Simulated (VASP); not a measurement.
# MoH6 (Im-3m) in VASP: a series of runs

Runs on MoH6. Level: PBE. Tasks: single point, relaxation of cell and atoms.

Program: VASP 6.6.1. These are calculated values, not measurements. Logs are shortened: lines on timing, memory, paths and dates and some standing lists are left out, and cuts for length are marked.

**1. The cell of the first run**

It takes space group Im-3m (No. 229, cubic). Conventional cell: a = 3.949 Å, b = 3.949 Å, c = 3.949 Å, α = 90.00°, β = 90.00°, γ = 90.00°. H (site symmetry -4m2) has 4 H at 1.40 Å within 1.9 Å. Within 2.9 Å of Mo (site symmetry m-3m) lie 24 H at 2.21 Å.

**2. Single point, PBE**

The input, INCAR:

```
SYSTEM = MoH6
  PREC = Accurate
  ENCUT = 500
  EDIFF = 1E-6
  ISMEAR = 0
  SIGMA = 0.15
  LREAL = .False.
  LASPH = .True.
  NELM = 120
  ALGO = Normal
  ISIF = 2
  LWAVE = .False.
  LCHARG = .False.
  GGA = PE
  NBANDS = 19
  GGA_COMPAT = .False.
```

The input, KPOINTS:

```
Automatic mesh
0
Gamma
  3 3 3
  0 0 0
```

The input, POSCAR:

```
MoH6
1.0
   -1.9743086155      1.9743086155      1.9743086155
    1.9743086155     -1.9743086155      1.9743086155
    1.9743086155      1.9743086155     -1.9743086155
H Mo
6 1
Direct
    0.5000000000      0.7500000000      0.2500000000
    0.5000000000      0.2500000000      0.7500000000
    0.2500000000      0.5000000000      0.7500000000
    0.7500000000      0.5000000000      0.2500000000
    0.7500000000      0.2500000000      0.5000000000
    0.2500000000      0.7500000000      0.5000000000
    0.0000000000      0.0000000000      0.0000000000
```

Potentials or basis: VASP PAW PBE potentials, release 64 (H, Mo_sv).

Started as:

```console
> cat potpaw_PBE.64/H/POTCAR potpaw_PBE.64/Mo_sv/POTCAR > POTCAR
> mpirun -np 1 vasp_std > vasp.out
```

OUTCAR:

```text
SYSTEM = MoH6
   PREC = Accurate
   ENCUT = 500
   EDIFF = 1E-6
   ISMEAR = 0
   LREAL = .False.
   LASPH = .True.
   NELM = 120
   ISIF = 2
   GGA = PE

 ion  position               nearest neighbor table
   1  0.500  0.750  0.250-
   2  0.500  0.250  0.750-
   3  0.250  0.500  0.750-
   4  0.750  0.500  0.250-
   5  0.750  0.250  0.500-
   6  0.250  0.750  0.500-
   7  0.000  0.000  0.000-

  LATTYP: Found a body centered cubic cell.
 ALAT       =     3.9486172310

  Lattice vectors:

 A1 = (  -1.9743086155,   1.9743086155,   1.9743086155)
 A2 = (   1.9743086155,  -1.9743086155,   1.9743086155)
 A3 = (   1.9743086155,   1.9743086155,  -1.9743086155)

Analysis of symmetry for initial positions (statically):
=====================================================================
 Subroutine PRICEL returns:
 Original cell was already a primitive cell.

 Routine SETGRP: Setting up the symmetry group for a
 body centered cubic supercell.

 Subroutine GETGRP returns: Found 48 space group operations
 (whereof 48 operations were pure point group operations)
 out of a pool of 48 trial point group operations.

The static configuration has the point symmetry O_h .

Analysis of symmetry for dynamics (positions and initial velocities):
=====================================================================
 Subroutine PRICEL returns:
 Original cell was already a primitive cell.

 Routine SETGRP: Setting up the symmetry group for a
 body centered cubic supercell.

 Subroutine GETGRP returns: Found 48 space group operations
 (whereof 48 operations were pure point group operations)
 out of a pool of 48 trial point group operations.

The dynamic configuration has the point symmetry O_h .

 Subroutine INISYM returns: Found 48 space group operations
 (whereof 48 operations are pure point group operations),
 and found     1 'primitive' translations

----------------------------------------------------------------------------------------

                                     Primitive cell

  volume of cell :      30.7826

  direct lattice vectors                    reciprocal lattice vectors
    -1.974308616  1.974308616  1.974308616     0.000000000  0.253253213  0.253253213
     1.974308616 -1.974308616  1.974308616     0.253253213  0.000000000  0.253253213
     1.974308616  1.974308616 -1.974308616     0.253253213  0.253253213  0.000000000

  length of vectors
     3.419602832  3.419602832  3.419602832     0.358154128  0.358154128  0.358154128

  position of ions in fractional coordinates (direct lattice)
     0.500000000  0.750000000  0.250000000
     0.500000000  0.250000000  0.750000000
     0.250000000  0.500000000  0.750000000
     0.750000000  0.500000000  0.250000000
     0.750000000  0.250000000  0.500000000
     0.250000000  0.750000000  0.500000000
     0.000000000  0.000000000  0.000000000

  ion indices of the primitive-cell ions
   primitive index   ion index
                 1           1
                 2           2
                 3           3
                 4           4
                 5           5
                 6           6
                 7           7

----------------------------------------------------------------------------------------

 KPOINTS: Automatic mesh

Automatic generation of k-mesh.
 Grid dimensions read from file:
 generate k-points for:    3    3    3

 Generating k-lattice:

  Cartesian coordinates                     Fractional coordinates (reciprocal lattice)
     0.000000000  0.084417738  0.084417738     0.333333333  0.000000000  0.000000000
     0.084417738  0.000000000  0.084417738     0.000000000  0.333333333  0.000000000
     0.084417738  0.084417738  0.000000000     0.000000000  0.000000000  0.333333333

  Length of vectors
     0.119384709  0.119384709  0.119384709

  Shift w.r.t. Gamma in fractional coordinates (k-lattice)
     0.000000000  0.000000000  0.000000000

 Subroutine IBZKPT returns following result:
 ===========================================

 Found      4 irreducible k-points:

 Following reciprocal coordinates:
            Coordinates               Weight
  0.000000  0.000000  0.000000      1.000000
  0.333333  0.000000  0.000000     12.000000
  0.333333  0.333333  0.000000      8.000000
 -0.333333  0.333333  0.333333      6.000000
   k-points           NKPTS =      4   k-points in BZ     NKDIM =      4   number of bands    NBANDS=     19
   number of dos      NEDOS =    301   number of ions     NIONS =      7
   total plane-waves  NPLWV =  21952
   dimension x,y,z NGX =    28 NGY =   28 NGZ =   28
   dimension x,y,z NGXF=    56 NGYF=   56 NGZF=   56
   ions per type =               6   1
   NGX,Y,Z   is equivalent  to a cutoff of  13.61, 13.61, 13.61 a.u.
   NGXF,Y,Z  is equivalent  to a cutoff of  27.22, 27.22, 27.22 a.u.
 SYSTEM =  MoH6
   PREC   = accura    normal or accurate (medium, high low for compatibility)
   ISTART =      0    job   : 0-new  1-cont  2-samecut
   ICHARG =      2    charge: 1-file 2-atom 10-const
   ISPIN  =      1    spin polarized calculation?
   LNONCOLLINEAR =      F non collinear calculations
   LSORBIT =      F    spin-orbit coupling
   LASPH  =      T    aspherical Exc in radial PAW
   ENCUT  =  500.0 eV  36.75 Ry    6.06 a.u.   6.23  6.23  6.23*2*pi/ulx,y,z
   NELM   =    120;   NELMIN=  2; NELMDL= -5     # of ELM steps
   EDIFF  = 0.1E-05   stopping-criterion for ELM
   LREAL  =      F    real-space projection
   EDIFFG = 0.1E-04   stopping-criterion for IOM
   NSW    =      0    number of steps for IOM
   IBRION =     -1    ionic relax: 0-MD 1-quasi-New 2-CG
   NFREE  =      0    steps in history (QN), initial steepest desc. (CG)
   ISIF   =      2    stress and relaxation
   ISYM   =      2    0-nonsym 1-usesym 2-fastsym
   POTIM  = 0.5000    time-step for ionic-motion
   TEBEG  =    0.0;   TEEND  =   0.0 temperature during run
   PSTRESS=    0.0 pullay stress
   NELECT =      20.0000    total number of electrons
   NUPDOWN=      -1.0000    fix difference up-down
   EMIN   =  10.00;   EMAX   =-10.00  energy-range for DOS
   EFERMI =   0.00;   METHOD = LEGACY
   ISMEAR =     0;   SIGMA  =   0.15  broadening in eV -4-tet -1-fermi 0-gaus
   EFERMI_NEDOS =   21; number of points for ismear=-14 and -15
   IALGO  =     38    algorithm
   IMIX   =      4    mixing-type and parameters
     AMIX     =   0.40;   BMIX     =  1.00
     AMIX_MAG =   1.60;   BMIX_MAG =  1.00
  volume/ion in A,a.u.               =       4.40        29.68
  Fermi-wavevector in a.u.,A,eV,Ry     =   1.417914  2.679468 27.354230  2.010479
  Thomas-Fermi vector in A             =   2.539094
   LORBIT       =      0    0 simple, 1 ext, 2 COOP (PROOUT), +10 PAW based schemes
   GGA     = PE    functional components
   LHFCALC =     F    Hartree Fock is set to
   AEXX    =    0.0000 exact exchange contribution
   IVDW    =     0    specifies the selected vdW correction
   LEPSILON=     F    determine dielectric tensor
   LRPA    =     F    only Hartree local field effects (RPA)
 non-spin polarized calculation
 Gauss-broadening in eV      SIGMA  =   0.15
  energy-cutoff  :      500.00
  volume of cell :       30.78
 maximum number of plane-waves:       787
 NGX is ok and might be reduce to    28
   NGX = 13   NGY = 13   NGZ = 13

 number of electron      19.9999999 magnetization

 Free energy of the ion-electron system (eV)
  ---------------------------------------------------
  ext. energy  EPLUGINS =         0.00000000
  ---------------------------------------------------
  free energy    TOTEN  =       -25.09340860 eV

  energy without entropy =      -25.05661596  energy(sigma->0) =      -25.07501228

 E-fermi :   9.1382     XC(G=0): -12.4760

 val. band max:        8.6799806159   @ k =   0.3333   0.0000   0.0000
 cond. band min:       9.1605534196   @ k =   0.3333   0.0000   0.0000
 fundamental gap:      0.4805728037
 Fermi energy:         9.1382362983

 k-point     1 :       0.0000    0.0000    0.0000
  band No.  band energies     occupation
      1     -52.2749      2.00000
      2     -26.3417      2.00000
      3     -26.3417      2.00000
      4     -26.3417      2.00000
      5      -6.3321      2.00000
      6       6.4569      2.00000
[... 11 lines left out ...]
     18      21.1879      0.00000
     19      23.7136      0.00000

 k-point     2 :       0.3333    0.0000    0.0000
  band No.  band energies     occupation
      1     -52.2613      2.00000
      2     -26.5046      2.00000
      3     -26.3890      2.00000
      4     -26.3431      2.00000
      5      -4.2211      2.00000
      6       0.2371      2.00000
[... 11 lines left out ...]
     18      23.6115      0.00000
     19      24.6689      0.00000

 k-point     3 :       0.3333    0.3333    0.0000
  band No.  band energies     occupation
      1     -52.2544      2.00000
      2     -26.4869      2.00000
      3     -26.4869      2.00000
      4     -26.3669      2.00000
      5      -1.5586      2.00000
      6      -1.5586      2.00000
[... 11 lines left out ...]
     18      22.7010      0.00000
     19      22.7010      0.00000

 k-point     4 :      -0.3333    0.3333    0.3333
  band No.  band energies     occupation
      1     -52.2504      2.00000
      2     -26.4797      2.00000
      3     -26.4442      2.00000
      4     -26.4442      2.00000
      5      -2.8552      2.00000
      6      -0.7911      2.00000
[... 11 lines left out ...]
     18      21.8367      0.00000
     19      22.0585      0.00000

------------------------ aborting loop because EDIFF is reached ----------------------------------------

  FORCE on cell =-STRESS in cart. coord.  units (eV):
  Direction    XX          YY          ZZ          XY          YZ          ZX
  --------------------------------------------------------------------------------------
  -------------------------------------------------------------------------------------
  Total        0.0642947      0.0642947      0.0642947      0.0000000     -0.0000000     -0.0000000
  in kB        3.3464209      3.3464209      3.3464209      0.0000000     -0.0000000     -0.0000000
  external PRESSURE =       3.3464209 kB  Pullay stress =       0.0000000 kB

 VOLUME and BASIS-vectors are now :
 -----------------------------------------------------------------------------
  energy-cutoff  :      500.00
  volume of cell :       30.78
      direct lattice vectors                 reciprocal lattice vectors
    -1.974308616  1.974308616  1.974308616     0.000000000  0.253253213  0.253253213
     1.974308616 -1.974308616  1.974308616     0.253253213  0.000000000  0.253253213
     1.974308616  1.974308616 -1.974308616     0.253253213  0.253253213  0.000000000

 POSITION                                       TOTAL-FORCE (eV/Angst)
 -----------------------------------------------------------------------------------
      0.98715      0.00000      1.97431        -0.000000      0.000000      0.000000
      0.98715      1.97431      0.00000        -0.000000     -0.000000      0.000000
      1.97431      0.98715      0.00000        -0.000000      0.000000     -0.000000
      0.00000      0.98715      1.97431         0.000000      0.000000     -0.000000
      0.00000      1.97431      0.98715         0.000000     -0.000000     -0.000000
      1.97431      0.00000      0.98715         0.000000      0.000000     -0.000000
      0.00000      0.00000      0.00000        -0.000000      0.000000     -0.000000
 -----------------------------------------------------------------------------------
    total drift:                               -0.000000      0.000000      0.000000

  FREE ENERGIE OF THE ION-ELECTRON SYSTEM (eV)
  ---------------------------------------------------
  free  energy   TOTEN  =       -25.0934086025 eV

  energy  without entropy=      -25.0566159587  energy(sigma->0) =      -25.07501228
```

Run time: 3.8 s. Hardware: 1 thread of AMD EPYC 7R13 (Zen 3), shared host; peak memory 0.12 GiB.

Results:

```yaml
Free_energy: -25.0934 eV
Pressure: 0.3 GPa
Band_gap_on_the_k_mesh: zero (band 10 reaches 9.77 eV, above the bottom of band 11 at 7.20 eV)
```

Levels at points of the mesh, in eV from the Fermi level:
```csv
k point,band 7,band 8,band 9,band 10,band 11,band 12,band 13,band 14
"(0.00, 0.00, 0.00)",-2.68,-2.46,-2.46,-2.46,-1.94,-1.94,-1.94,4.90
```

Caveat: the k points lie up to 0.75 Å⁻¹ apart.

(Part 1 of 2 ends here.)
